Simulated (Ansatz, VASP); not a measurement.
# One calculation of B3P, two programs

File INCAR:

```
PREC     = Accurate       # precision mode
ENCUT    = 500            # plane-wave cutoff, eV
EDIFF    = 1E-7           # SCF threshold, eV
ISMEAR   = 0              # smearing method
SIGMA    = 0.1            # smearing width, eV
LREAL    = F              # projectors in reciprocal space
LASPH    = T              # aspherical terms in the spheres
NELM     = 120            # most SCF steps
ALGO     = Normal         # electronic algorithm
ISIF     = 3              # what is computed and relaxed
LWAVE    = F              # write WAVECAR
LCHARG   = F              # write CHGCAR
GGA      = PE             # functional
IBRION   = 2              # ionic algorithm
NSW      = 90             # ionic steps
EDIFFG   = -0.04          # ionic threshold
GGA_COMPAT= F            
NELMIN   = 4
```

Contents of KPOINTS:

```
Automatic mesh
0
Gamma
  6 6 4
```

Contents of POSCAR:

```
B3P
1.0
    3.6269357800      0.0000000000      0.0000000000
   -1.8134678900      3.1410185300      0.0000000000
    0.0000000000      0.0000000000      4.6568137300
B P
3 1
Direct
    0.6666666700      0.3333333300      0.3366267700
    0.6666666700      0.3333333300      0.6633732300
    0.0000000000      0.0000000000      0.0000000000
    0.0000000000      0.0000000000      0.5000000000
```

Input for Ansatz:

```yaml
crystal:
  lattice:
    - [3.62693578, 0.0, 0.0]
    - [-1.81346789, 3.14101853, 0.0]
    - [0.0, 0.0, 4.65681373]
  atoms:
    - { symbol: B, position: [0.66666667, 0.33333333, 0.33662677] }
    - { symbol: B, position: [0.66666667, 0.33333333, 0.66337323] }
    - { symbol: B, position: [0.0, 0.0, 0.0] }
    - { symbol: P, position: [0.0, 0.0, 0.5] }
basis:
  ecutwfc: 420
kpoints:
  mp_grid: { grid: [6, 6, 4] }
hamiltonian:
  xc: pbe
scf:
  occupations: { method: gaussian, width: 0.1 }
  lower_state_search: "off"
output:
  forces: true
  stress: true
  eigenvalues: true
relax:
  adjacent_minimum: "off"
  f_tol: 0.04
  max_steps: 70
  cell: { stress_tol: 0.4 }
```

Alike in both runs: task relaxation of cell and atoms; functional PBE; k mesh 6 × 6 × 4; occupations gaussian, width 0.1 eV; no spin polarisation.

```csv
,VASP,Ansatz
version,VASP 6.6.1,Ansatz 0.2.0
potentials or method,"VASP PAW PBE potentials, release 64 (B, P), cutoff 500 eV","scalar-relativistic, plane waves, PAW"
valence electrons in the cell,14,14
```

Ansatz gave:

```
gap on the k mesh at the Fermi level, each at its own relaxed structure (eV) : none
relaxed volume (Å³/atom)                                                     : 8.60
relaxed cell length with the largest relative difference (Å)                 : 4.770
```

Question: Which values does VASP return?

Answer: gap on the k mesh at the Fermi level, each at its own relaxed structure (eV): none; relaxed volume (Å³/atom): 8.58; relaxed cell length with the largest relative difference (Å): 4.761.

A gap of «none» marks a metal or a gap that the smearing closes.

Noted on VASP's run: the volume moved by over 15 % at a fixed basis, so the end points are rough.
